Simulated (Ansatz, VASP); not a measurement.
**Sb: VASP beside Ansatz**

The input INCAR:

```
SYSTEM = Sb
PREC = Accurate
ENCUT = 520
EDIFF = 1E-7
ISMEAR = 0
SIGMA = 0.15
LREAL = .FALSE.
LASPH = .TRUE.
NELM = 100
ALGO = Normal
ISIF = 2
LWAVE = .FALSE.
LCHARG = .FALSE.
GGA = PS
NBANDS = 12
```

KPOINTS

```
regular mesh
0
G
  12 12 12
  0 0 0
```

Contents of POSCAR:

```
Sb
1.0
    2.1506003320      1.2416496806      3.8563200000
   -2.1506003320      1.2416496806      3.8563200000
    0.0000000000     -2.4832993611      3.8563200000
Sb
2
Direct
    0.2336400000      0.2336400000      0.2336400000
    0.7663600000      0.7663600000      0.7663600000
```

Input for Ansatz:

```yaml
crystal:
  lattice:
    - [2.150600332, 1.2416496806, 3.85632]
    - [-2.150600332, 1.2416496806, 3.85632]
    - [0.0, -2.4832993611, 3.85632]
  atoms:
    - { symbol: Sb, position: [0.23364, 0.23364, 0.23364] }
    - { symbol: Sb, position: [0.76636, 0.76636, 0.76636] }
basis:
  ecutwfc: 420
kpoints:
  mp_grid: { grid: [12, 12, 12] }
hamiltonian:
  xc: pbesol
scf:
  occupations: { method: gaussian, width: 0.15 }
output:
  forces: true
  stress: true
  eigenvalues: true
```

Change from the starting cell: strain +0.000 along x and y, +0.030 along z, atoms carried along.

Alike in both runs: task single point; functional PBEsol; k mesh 12 × 12 × 12; occupations gaussian, width 0.15 eV; no spin polarisation.

|  | VASP | Ansatz |
| --- | --- | --- |
| version | VASP 6.6.1 | Ansatz 0.2.0 |
| potentials or method | VASP PAW PBE potentials, release 64 (Sb), cutoff 520 eV | scalar-relativistic, plane waves, PAW |
| valence electrons in the cell | 10 | 30 |

```csv
,VASP,Ansatz,Ansatz less VASP
gap on the k mesh at the Fermi level (eV),none,none,-
pressure (GPa),-0.9,-1.1,-0.16
"traceless stress, the component that is largest in VASP (GPa)",-0.84,-0.80,+0.041
rms of the force components (eV/Å),0.013,0.018,+0.0045
```

VASP's potentials were made for PBE, not for PBEsol. Atom by atom the forces differ by 0.031 eV/Å (rms over components). A gap of «none» marks a metal or a gap that the smearing closes. With one functional, cell and mesh, what is left measures potentials, basis and numerics. VASP's potentials hold 10 valence electrons a cell and Ansatz's 30, so a difference there can come from the potentials and not from the codes.

Spin-orbit coupling is off throughout.
